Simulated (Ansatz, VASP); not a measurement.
Cu2B in VASP and in Ansatz

```
CELL_PARAMETERS angstrom
0.00000 3.28347 3.28347
3.28347 0.00000 3.28347
3.28347 3.28347 0.00000
ATOMIC_POSITIONS crystal
Cu 0.12500 0.12500 0.12500
Cu 0.62500 0.12500 0.12500
Cu 0.12500 0.12500 0.62500
Cu 0.12500 0.62500 0.12500
B 0.50000 0.50000 0.50000
B 0.75000 0.75000 0.75000
```

Alike in both runs: task single point; functional PBEsol; k mesh 5 × 5 × 5; occupations fermi-dirac, width 0.05 eV; no spin polarisation; Hubbard terms Cu d U = 5 eV.

|  | VASP | Ansatz |
| --- | --- | --- |
| version | VASP 6.6.1 | Ansatz 0.2.0 |
| potentials or method | VASP PAW PBE potentials, release 64 (Cu, B) | Ansatz PAW |
| plane-wave cutoff (eV) | 520 | 420 |
| valence electrons in the cell | 50 | 82 |

VASP gave:

| Item | Value |
| --- | --- |
| gap on the k mesh at the Fermi level (eV) | none |
| pressure (GPa) | -9.6 |

Problem. Which values does Ansatz return?

Solution. gap on the k mesh at the Fermi level (eV): none; pressure (GPa): -4.5.

VASP's potentials were made for PBE, not for PBEsol. The programs project onto different local orbitals, so the same U acts differently, and such runs can settle in different states. A gap of «none» marks a metal or a gap that the smearing closes. VASP's potentials hold 50 valence electrons a cell and Ansatz's 82, so a difference there can come from the potentials and not from the codes.
